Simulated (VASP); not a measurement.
Here is a VASP 6.6.1 calculation.

INCAR

```
ALGO = Normal
EDIFF = 1E-6
ENCUT = 520
GGA = PE
ISIF = 2
ISMEAR = 0
LASPH = T
LCHARG = F
LREAL = F
LWAVE = F
NBANDS = 34
NELM = 80
PREC = Accurate
SIGMA = 0.1
```

The input KPOINTS:

```
k-points
0
Gamma
  8 8 8
```

POSCAR

```
Ge3SbSe
1.0
    5.1574187635      0.0000000000      0.0000000000
    0.0000000000      5.1574187635      0.0000000000
    0.0000000000      0.0000000000      5.1574187635
Ge Sb Se
3 1 1
Direct
    0.5000000000      0.0000000000      0.0000000000
    0.0000000000      0.5000000000      0.0000000000
    0.0000000000      0.0000000000      0.5000000000
    0.5000000000      0.5000000000      0.5000000000
    0.0000000000      0.0000000000      0.0000000000
```

Potentials or basis: VASP PAW PBE potentials, release 64 (Ge_d, Sb, Se).

Command:

```sh
$ cat potpaw_PBE.64/Ge_d/POTCAR potpaw_PBE.64/Sb/POTCAR potpaw_PBE.64/Se/POTCAR > POTCAR
$ mpirun -np 1 vasp_std > vasp.out
```

**Question.** Estimate the pressure.

**Answer.** 0.0 GPa.
